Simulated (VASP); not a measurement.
Write the native input for VASP 6.6.1 that does the following.

```
Task                   : single point
Functional             : PBEsol
Potentials or basis    : VASP PAW PBE potentials, release 64 (Ti_sv, Al)
Cutoff                 : 520 eV
k mesh                 : 9 × 9 × 3
Occupations            : fermi-dirac, width 0.05 eV
Spin                   : no spin polarisation
Dipole correction      : no
Further INCAR settings : ALGO = Normal; EDIFF = 1e-07; NBANDS = 28
```

The structure of Ti3Al lies in POSCAR:

```
Ti3Al
1.0
    2.9275422229      0.0000000000      0.0000000000
   -1.4637711114      2.5353259357      0.0000000000
    0.0000000000      0.0000000000      9.0418347600
Ti Al
3 1
Direct
    0.3333333333      0.6666666667      0.2494060000
    0.3333333333      0.6666666667      0.7505940000
    0.6666666667      0.3333333333      0.0000000000
    0.6666666667      0.3333333333      0.5000000000
```

These files were run (other wordings do the same):

INCAR

```
SYSTEM = Ti3Al
PREC     = Accurate       ! precision mode
ENCUT    = 520            ! plane-wave cutoff, eV
EDIFF    = 1E-7           ! SCF threshold, eV
ISMEAR   = -1             ! smearing method
SIGMA    = 0.05           ! smearing width, eV
LREAL    = .False.        ! projectors in reciprocal space
LASPH    = .True.         ! aspherical terms in the spheres
NELM     = 100            ! most SCF steps
ALGO     = Normal         ! electronic algorithm
ISIF     = 2              ! what is computed and relaxed
LWAVE    = .False.        ! write WAVECAR
LCHARG   = .False.        ! write CHGCAR
GGA      = PS             ! functional
NBANDS   = 28             ! bands
```

KPOINTS

```
Automatic mesh
0
Gamma
  9 9 3
  0 0 0
```

Potentials or basis: VASP PAW PBE potentials, release 64 (Ti_sv, Al).

Launch:

```sh
$ cat potpaw_PBE.64/Ti_sv/POTCAR potpaw_PBE.64/Al/POTCAR > POTCAR
$ mpirun -np 1 vasp_std > vasp.out
```

It gave:

The pressure is -1.2 GPa. The largest force is 0.113 eV/Å.

Caveat: the PAW data sets were made with another functional, which shifts forces and pressure a little.

Wall time 54 s on 1 thread of Intel(R) Xeon(R) Platinum 8488C (Sapphire Rapids) (shared host), peak memory 0.2 GiB.
